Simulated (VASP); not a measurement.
# W in VASP: further runs

W is run at these levels: PBEsol; tasks: single point.

All numbers are computed with VASP 6.6.1; they aren't measurements. Logs are shortened: lines on timing, memory, paths and dates and some standing lists are left out, and cuts for length are marked.

### Step 1. The cell of the first run

The cell holds a slab with vacuum, 7 atoms: a = 3.154 Å, b = 3.154 Å, c = 25.463 Å, α = 90.00°, β = 90.00°, γ = 90.00°.

### Step 2. Single point, PBEsol

File INCAR:

```
  PREC = Accurate
  ENCUT = 520
  EDIFF = 1E-6
  ISMEAR = 1
  SIGMA = 0.1
  LREAL = False
  LASPH = True
  NELM = 100
  ALGO = Normal
  ISIF = 2
  LWAVE = False
  LCHARG = True
  LDIPOL = True
  IDIPOL = 3
  DIPOL = 0.5 0.5 0.500
  GGA = PS
  LELF = True
  LVHAR = True
  LVACPOTAV = True
  NBANDS = 58
```

File KPOINTS:

```
Automatic mesh
0
Gamma
  8 8 1
```

File POSCAR:

```
W
1.0
    3.1544505420      0.0000000000      0.0000000000
    0.0000000000      3.1544505420      0.0000000000
    0.0000000000      0.0000000000     25.4633516250
W
7
Direct
    0.0000000000      0.0000000000      0.3141770226
    0.5000000000      0.5000000000      0.3761180151
    0.0000000000      0.0000000000      0.4380590075
    0.5000000000      0.5000000000      0.5000000000
    0.0000000000      0.0000000000      0.5619409925
    0.5000000000      0.5000000000      0.6238819849
    0.0000000000      0.0000000000      0.6858229774
```

Potentials or basis: VASP PAW PBE potentials, release 64 (W_sv).

Command:

```bash
$ cat potpaw_PBE.64/W_sv/POTCAR > POTCAR
$ mpirun -np 1 vasp_std > vasp.out
```

OUTCAR:

```text
PREC = Accurate
   ENCUT = 520
   EDIFF = 1E-6
   ISMEAR = 1
   LREAL = False
   LASPH = True
   NELM = 100
   ISIF = 2
   GGA = PS

 ion  position               nearest neighbor table
   1  0.000  0.000  0.314-   2 2.73   2 2.73   2 2.73   2 2.73   3 3.15
   2  0.500  0.500  0.376-   3 2.73   3 2.73   3 2.73   3 2.73   1 2.73   1 2.73   1 2.73   1 2.73
                             4 3.15
   3  0.000  0.000  0.438-   2 2.73   2 2.73   2 2.73   2 2.73   4 2.73   4 2.73   4 2.73   4 2.73
                             1 3.15   5 3.15
   4  0.500  0.500  0.500-   3 2.73   5 2.73   3 2.73   5 2.73   3 2.73   5 2.73   3 2.73   5 2.73
                             2 3.15   6 3.15
   5  0.000  0.000  0.562-   6 2.73   6 2.73   6 2.73   6 2.73   4 2.73   4 2.73   4 2.73   4 2.73
                             7 3.15   3 3.15
   6  0.500  0.500  0.624-   5 2.73   5 2.73   5 2.73   5 2.73   7 2.73   7 2.73   7 2.73   7 2.73
                             4 3.15
   7  0.000  0.000  0.686-   6 2.73   6 2.73   6 2.73   6 2.73   5 3.15

  LATTYP: Found a simple tetragonal cell.
 ALAT       =     3.1544505420
 C/A-ratio  =     8.0721987192

  Lattice vectors:

 A1 = (   3.1544505420,   0.0000000000,   0.0000000000)
 A2 = (   0.0000000000,   3.1544505420,   0.0000000000)
 A3 = (   0.0000000000,   0.0000000000,  25.4633516250)

Analysis of symmetry for initial positions (statically):
=====================================================================
 Subroutine PRICEL returns:
 Original cell was already a primitive cell.

 Routine SETGRP: Setting up the symmetry group for a
 simple tetragonal supercell.

 Subroutine GETGRP returns: Found 16 space group operations
 (whereof 16 operations were pure point group operations)
 out of a pool of 16 trial point group operations.

The static configuration has the point symmetry D_4h.

Analysis of symmetry for dynamics (positions and initial velocities):
=====================================================================
 Subroutine PRICEL returns:
 Original cell was already a primitive cell.

 Routine SETGRP: Setting up the symmetry group for a
 simple tetragonal supercell.

 Subroutine GETGRP returns: Found 16 space group operations
 (whereof 16 operations were pure point group operations)
 out of a pool of 16 trial point group operations.

The dynamic configuration has the point symmetry D_4h.

 Subroutine INISYM returns: Found 16 space group operations
 (whereof 16 operations are pure point group operations),
 and found     1 'primitive' translations

----------------------------------------------------------------------------------------

                                     Primitive cell

  volume of cell :     253.3746

  direct lattice vectors                    reciprocal lattice vectors
     3.154450542  0.000000000  0.000000000     0.317012420  0.000000000  0.000000000
     0.000000000  3.154450542  0.000000000     0.000000000  0.317012420  0.000000000
     0.000000000  0.000000000 25.463351625     0.000000000  0.000000000  0.039272128

  length of vectors
     3.154450542  3.154450542 25.463351625     0.317012420  0.317012420  0.039272128

  position of ions in fractional coordinates (direct lattice)
     0.000000000  0.000000000  0.314177023
     0.500000000  0.500000000  0.376118015
     0.000000000  0.000000000  0.438059008
     0.500000000  0.500000000  0.500000000
     0.000000000  0.000000000  0.561940992
     0.500000000  0.500000000  0.623881985
     0.000000000  0.000000000  0.685822977

  ion indices of the primitive-cell ions
   primitive index   ion index
                 1           1
                 2           2
                 3           3
                 4           4
                 5           5
                 6           6
                 7           7

----------------------------------------------------------------------------------------

 KPOINTS: Automatic mesh

Automatic generation of k-mesh.
 Grid dimensions read from file:
 generate k-points for:    8    8    1

 Generating k-lattice:

  Cartesian coordinates                     Fractional coordinates (reciprocal lattice)
     0.039626552  0.000000000  0.000000000     0.125000000  0.000000000  0.000000000
     0.000000000  0.039626552  0.000000000     0.000000000  0.125000000  0.000000000
     0.000000000  0.000000000  0.039272128     0.000000000  0.000000000  1.000000000

  Length of vectors
     0.039626552  0.039626552  0.039272128

  Shift w.r.t. Gamma in fractional coordinates (k-lattice)
     0.000000000  0.000000000  0.000000000

 Subroutine IBZKPT returns following result:
 ===========================================

 Found     15 irreducible k-points:

 Following reciprocal coordinates:
            Coordinates               Weight
  0.000000  0.000000  0.000000      1.000000
  0.125000  0.000000  0.000000      4.000000
  0.250000  0.000000  0.000000      4.000000
  0.375000  0.000000  0.000000      4.000000
  0.500000  0.000000  0.000000      2.000000
  0.125000  0.125000  0.000000      4.000000
  0.250000  0.125000  0.000000      8.000000
  0.375000  0.125000  0.000000      8.000000
  0.500000  0.125000  0.000000      4.000000
  0.250000  0.250000  0.000000      4.000000
  0.375000  0.250000  0.000000      8.000000
  0.500000  0.250000  0.000000      4.000000
  0.375000  0.375000  0.000000      4.000000
  0.500000  0.375000  0.000000      4.000000
  0.500000  0.500000  0.000000      1.000000
   k-points           NKPTS =     15   k-points in BZ     NKDIM =     15   number of bands    NBANDS=     58
   number of dos      NEDOS =    301   number of ions     NIONS =      7
   total plane-waves  NPLWV = 110592
   dimension x,y,z NGX =    24 NGY =   24 NGZ =  192
   dimension x,y,z NGXF=    48 NGYF=   48 NGZF=  384
   ions per type =               7
   NGX,Y,Z   is equivalent  to a cutoff of  12.65, 12.65, 12.54 a.u.
   NGXF,Y,Z  is equivalent  to a cutoff of  25.30, 25.30, 25.07 a.u.
 SYSTEM =  unknown system
   PREC   = accura    normal or accurate (medium, high low for compatibility)
   ISTART =      0    job   : 0-new  1-cont  2-samecut
   ICHARG =      2    charge: 1-file 2-atom 10-const
   ISPIN  =      1    spin polarized calculation?
   LNONCOLLINEAR =      F non collinear calculations
   LSORBIT =      F    spin-orbit coupling
   LASPH  =      T    aspherical Exc in radial PAW
   ENCUT  =  520.0 eV  38.22 Ry    6.18 a.u.   5.87  5.87 47.34*2*pi/ulx,y,z
   NELM   =    100;   NELMIN=  2; NELMDL= -5     # of ELM steps
   EDIFF  = 0.1E-05   stopping-criterion for ELM
   LREAL  =      F    real-space projection
   EDIFFG = 0.1E-04   stopping-criterion for IOM
   NSW    =      0    number of steps for IOM
   IBRION =     -1    ionic relax: 0-MD 1-quasi-New 2-CG
   NFREE  =      0    steps in history (QN), initial steepest desc. (CG)
   ISIF   =      2    stress and relaxation
   ISYM   =      2    0-nonsym 1-usesym 2-fastsym
   POTIM  = 0.5000    time-step for ionic-motion
   TEBEG  =    0.0;   TEEND  =   0.0 temperature during run
   PSTRESS=    0.0 pullay stress
   NELECT =      98.0000    total number of electrons
   NUPDOWN=      -1.0000    fix difference up-down
   EMIN   =  10.00;   EMAX   =-10.00  energy-range for DOS
   EFERMI =   0.00;   METHOD = LEGACY
   ISMEAR =     1;   SIGMA  =   0.10  broadening in eV -4-tet -1-fermi 0-gaus
   EFERMI_NEDOS =   21; number of points for ismear=-14 and -15
   IALGO  =     38    algorithm
   IMIX   =      4    mixing-type and parameters
     AMIX     =   0.40;   BMIX     =  1.00
     AMIX_MAG =   1.60;   BMIX_MAG =  1.00
  volume/ion in A,a.u.               =      36.20       244.27
  Fermi-wavevector in a.u.,A,eV,Ry     =   1.192786  2.254039 19.357530  1.422738
  Thomas-Fermi vector in A             =   2.328816
   LORBIT       =      0    0 simple, 1 ext, 2 COOP (PROOUT), +10 PAW based schemes
   GGA     = PS    functional components
   LHFCALC =     F    Hartree Fock is set to
   AEXX    =    0.0000 exact exchange contribution
   IVDW    =     0    specifies the selected vdW correction
   LEPSILON=     F    determine dielectric tensor
   LRPA    =     F    only Hartree local field effects (RPA)
 non-spin polarized calculation
 Methfessel and Paxton  Order N= 1 SIGMA  =   0.10
  energy-cutoff  :      520.00
  volume of cell :      253.37
 maximum number of plane-waves:      6912
 NGX is ok and might be reduce to    24

 number of electron      98.0000002 magnetization

 dipolmoment           0.000000      0.000000      0.000000 electrons x Angstroem

 Free energy of the ion-electron system (eV)
  ---------------------------------------------------
  ext. energy  EPLUGINS =         0.00000000
  ---------------------------------------------------
  free energy    TOTEN  =       -90.89838388 eV

  energy without entropy =      -90.89557293  energy(sigma->0) =      -90.89744690

 E-fermi :   2.4810     XC(G=0):  -6.9805

 val. band max:        2.4806959204   @ k =   0.1250   0.0000   0.0000
 cond. band min:       2.5232062578   @ k =   0.5000   0.1250   0.0000
 fundamental gap:      0.0425103374
 Fermi energy:         2.4809547021

 k-point     1 :       0.0000    0.0000    0.0000
  band No.  band energies     occupation
      1     -71.5237      2.00000
      2     -71.4900      2.00000
      3     -71.3996      2.00000
      4     -71.3950      2.00000
      5     -71.2779      2.00000
      6     -71.2515      2.00000
[... 50 lines left out ...]
     57       4.3079     -0.00000
     58       4.4064     -0.00000

 k-point     2 :       0.1250    0.0000    0.0000
  band No.  band energies     occupation
      1     -71.5158      2.00000
      2     -71.4851      2.00000
      3     -71.3954      2.00000
      4     -71.3919      2.00000
      5     -71.2790      2.00000
      6     -71.2555      2.00000
[... 50 lines left out ...]
     57       4.2713     -0.00000
     58       4.5537      0.00000
[... 730 lines left out ...]
     57       5.4441      0.00000
     58       5.7262      0.00000

 k-point    15 :       0.5000    0.5000    0.0000
  band No.  band energies     occupation
      1     -71.4514      2.00000
      2     -71.4467      2.00000
      3     -71.3549      2.00000
      4     -71.3548      2.00000
      5     -71.2847      2.00000
      6     -71.2798      2.00000
[... 50 lines left out ...]
     57       5.5530      0.00000
     58       5.8423      0.00000

------------------------ aborting loop because EDIFF is reached ----------------------------------------

  FORCE on cell =-STRESS in cart. coord.  units (eV):
  Direction    XX          YY          ZZ          XY          YZ          ZX
  --------------------------------------------------------------------------------------
  -------------------------------------------------------------------------------------
  Total       -9.0991077     -9.0991077     -6.5111127      0.0000000      0.0000000     -0.0000000
  in kB      -57.5368888    -57.5368888    -41.1720775      0.0000000      0.0000000     -0.0000000
  external PRESSURE =     -52.0819517 kB  Pullay stress =       0.0000000 kB

 VOLUME and BASIS-vectors are now :
 -----------------------------------------------------------------------------
  energy-cutoff  :      520.00
  volume of cell :      253.37
      direct lattice vectors                 reciprocal lattice vectors
     3.154450542  0.000000000  0.000000000     0.317012420  0.000000000  0.000000000
     0.000000000  3.154450542  0.000000000     0.000000000  0.317012420  0.000000000
     0.000000000  0.000000000 25.463351625     0.000000000  0.000000000  0.039272128

 POSITION                                       TOTAL-FORCE (eV/Angst)
 -----------------------------------------------------------------------------------
      0.00000      0.00000      8.00000         0.000000      0.000000      1.852091
      1.57723      1.57723      9.57723         0.000000     -0.000000     -1.757100
      0.00000      0.00000     11.15445        -0.000000      0.000000     -0.003616
      1.57723      1.57723     12.73168         0.000000      0.000000      0.000000
      0.00000      0.00000     14.30890         0.000000      0.000000      0.003616
      1.57723      1.57723     15.88613        -0.000000     -0.000000      1.757100
      0.00000      0.00000     17.46335         0.000000      0.000000     -1.852091
 -----------------------------------------------------------------------------------
    total drift:                                0.000000     -0.000000      0.000000

  FREE ENERGIE OF THE ION-ELECTRON SYSTEM (eV)
  ---------------------------------------------------
  free  energy   TOTEN  =       -90.8983838815 eV

  energy  without entropy=      -90.8955729295  energy(sigma->0) =      -90.89744690

 vacuum level on the upper side and lower side of the slab         6.880         6.880
```

Run time: 4.3 min. Hardware: 1 thread of Intel Xeon Platinum 8488C (Sapphire Rapids), shared host; peak memory 0.4 GiB.

What came out:

* Free energy: -90.8984 eV
* Largest force: 1.852 eV/Å
* Band gap on the k mesh: zero (bands 49 and 50 overlap by 2.19 eV)

Forces in eV/Å, atoms in the order of the input:
```
W    0.000  0.000  1.852
W    0.000  0.000 -1.757
W    0.000  0.000 -0.004
W    0.000  0.000  0.000
W    0.000  0.000  0.004
W    0.000  0.000  1.757
W    0.000  0.000 -1.852
```

Caveat: the PAW data sets were made with another functional, which shifts forces and pressure a little; spin-orbit coupling is left out, which moves the levels of the heavy elements.

### Step 3. Single point, PBEsol

This run uses another cell than the first one: it holds 11 atoms, not 7.

File INCAR:

```
SYSTEM = W
PREC = Accurate ; ENCUT = 520
EDIFF = 1E-7 ; ISMEAR = 1
SIGMA = 0.1 ; LREAL = .False.
LASPH = .True. ; NELM = 80
ALGO = Normal ; ISIF = 2
LWAVE = .False. ; LCHARG = .False.
LDIPOL = .True. ; IDIPOL = 3
DIPOL = 0.5 0.5 0.500 ; GGA = PS
NBANDS = 88
```

File KPOINTS:

```
regular mesh
0
Gamma
  10 10 1
  0 0 0
```

File POSCAR:

```
W
1.0
    3.1544505420      0.0000000000      0.0000000000
    0.0000000000      3.1544505420      0.0000000000
    0.0000000000      0.0000000000     31.7722527080
W
11
Direct
    0.0000000000      0.0000000000      0.2517920298
    0.5000000000      0.5000000000      0.3014336238
    0.0000000000      0.0000000000      0.3510752179
    0.5000000000      0.5000000000      0.4007168119
    0.0000000000      0.0000000000      0.4503584060
    0.5000000000      0.5000000000      0.5000000000
    0.0000000000      0.0000000000      0.5496415940
    0.5000000000      0.5000000000      0.5992831881
    0.0000000000      0.0000000000      0.6489247821
    0.5000000000      0.5000000000      0.6985663762
    0.0000000000      0.0000000000      0.7482079702
```

Potentials or basis: VASP PAW PBE potentials, release 64 (W_sv).

Command:

```bash
$ cat potpaw_PBE.64/W_sv/POTCAR > POTCAR
$ mpirun -np 1 vasp_std > vasp.out
```

Run time: 43 min. Hardware: 1 thread of Oxide Virtual Turin-like, shared host; peak memory 0.58 GiB.

The run converged. Its results:

- Free energy: -146.0808 eV
- Largest force: 1.738 eV/Å
- Band gap on the k mesh: zero (bands 77 and 78 overlap by 2.22 eV)

Forces in eV/Å, atoms in the order of the input:
```
W    0.000  0.000  1.738
W    0.000  0.000 -1.688
W    0.000  0.000 -0.045
W    0.000  0.000 -0.009
W    0.000  0.000 -0.048
W    0.000  0.000  0.000
W    0.000  0.000  0.048
W    0.000  0.000  0.009
W    0.000  0.000  0.045
W    0.000  0.000  1.688
W    0.000  0.000 -1.738
```

Levels at points of the mesh, in eV from the Fermi level:
```
           k point  band 73  band 74  band 75  band 76  band 77  band 78  band 79  band 80  band 81  band 82
(0.00, 0.00, 0.00)    -0.60    -0.60    -0.51    -0.39    -0.28    -0.28    -0.15    -0.15     0.19     0.52
(0.50, 0.00, 0.00)    -0.53    -0.52    -0.49    -0.14    -0.12    -0.04     0.21     0.47     0.62     0.98
(0.50, 0.50, 0.00)    -0.50     0.31     0.31     1.94     1.94     2.17     2.17     2.21     2.21     2.29
```

Caveat: the PAW data sets were made with another functional, which shifts forces and pressure a little; spin-orbit coupling is left out, which moves the levels of the heavy elements.
